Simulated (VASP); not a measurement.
Input of a VASP 6.6.1 run:

POSCAR

```
HfO2
1.0
    0.0000000000      2.5291327272      2.5291327272
    2.5291327272      0.0000000000      2.5291327272
    2.5291327272      2.5291327272      0.0000000000
Hf O
1 2
Direct
    0.0000000000      0.0000000000      0.0000000000
    0.2500000000      0.2500000000      0.2500000000
    0.7500000000      0.7500000000      0.7500000000
```

Contents of INCAR.step1:

```
SYSTEM = HfO2
ALGO     = Normal         ! electronic algorithm
EDIFF    = 1E-4           ! SCF threshold, eV
ENCUT    = 520            ! plane-wave cutoff, eV
GGA      = PE             ! functional
ISMEAR   = 0              ! smearing method
LASPH    = .True.         ! aspherical terms in the spheres
LCHARG   = .False.        ! write CHGCAR
LREAL    = .False.        ! projectors in reciprocal space
LWAVE    = .True.         ! write WAVECAR
NBANDS   = 18             ! bands
NELM     = 80             ! most SCF steps
PREC     = Accurate       ! precision mode
SIGMA    = 0.01           ! smearing width, eV
```

INCAR.step2

```
SYSTEM = HfO2
ALGO     = Normal         ! electronic algorithm
EDIFF    = 1E-6           ! SCF threshold, eV
ENCUT    = 520            ! plane-wave cutoff, eV
ISIF     = 2              ! what is computed and relaxed
ISMEAR   = 0              ! smearing method
ISTART   = 1            
LASPH    = .True.         ! aspherical terms in the spheres
LCHARG   = .False.        ! write CHGCAR
LMIXTAU  = .True.       
LREAL    = .False.        ! projectors in reciprocal space
LWAVE    = .False.        ! write WAVECAR
METAGGA  = R2SCAN         ! meta-GGA
NBANDS   = 18             ! bands
NELM     = 80             ! most SCF steps
PREC     = Accurate       ! precision mode
SIGMA    = 0.01           ! smearing width, eV
```

File KPOINTS:

```
k-points
0
Gamma
  8 8 8
  0 0 0
```

Potentials or basis: VASP PAW PBE potentials, release 64 (Hf_pv, O).

Command:

```sh
$ cat potpaw_PBE.64/Hf_pv/POTCAR potpaw_PBE.64/O/POTCAR > POTCAR
$ cp INCAR.step1 INCAR
$ mpirun -np 1 vasp_std > vasp.out
$ cp INCAR.step2 INCAR
$ mpirun -np 1 vasp_std > vasp.out
```

(1) Predict the band gap on the k mesh.

(2) What does it give for the pressure?

Results:

(1) 4.32 eV, direct.

(2) -3.9 GPa.

Caveat: the PAW data sets were made with another functional, which shifts forces and pressure a little; spin-orbit coupling is left out, which moves the levels of the heavy elements.
